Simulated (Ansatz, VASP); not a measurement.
**TaN: VASP beside Ansatz**

```xyz
2
Lattice="0.0000 2.1874 2.1874 2.1874 0.0000 2.1874 2.1874 2.1874 0.0000" Properties=species:S:1:pos:R:3 pbc="T T T"
Ta    2.1874    2.1874    2.1874
N     0.0000    0.0000    0.0000
```

Alike in both runs: functional PBEsol; k mesh 16 × 16 × 16; occupations gaussian, width 0.1 eV; no spin polarisation.

Ansatz relaxed the structure, and its values are those at the end. VASP's run is a single point on that final structure, the one shown.

```csv
,VASP,Ansatz
version,VASP 6.6.1,Ansatz 0.2.0
potentials or method,"VASP PAW PBE potentials, release 64 (Ta_pv, N), cutoff 600 eV","scalar-relativistic, plane waves, PAW"
valence electrons in the cell,16,18
```

Ansatz gave:

| Item | Value |
| --- | --- |
| gap on the k mesh at the Fermi level (eV) | none |
| pressure (GPa) | 0.0 |

**Question.** Estimate VASP's values.

**Answer.** gap on the k mesh at the Fermi level (eV): none; pressure (GPa): 1.1.

VASP's potentials were made for PBE, not for PBEsol, and Ansatz warns of the same on its side. A gap of «none» marks a metal or a gap that the smearing closes. VASP's potentials hold 16 valence electrons a cell and Ansatz's 18, so a difference there can come from the potentials and not from the codes.

Spin-orbit coupling is off throughout.
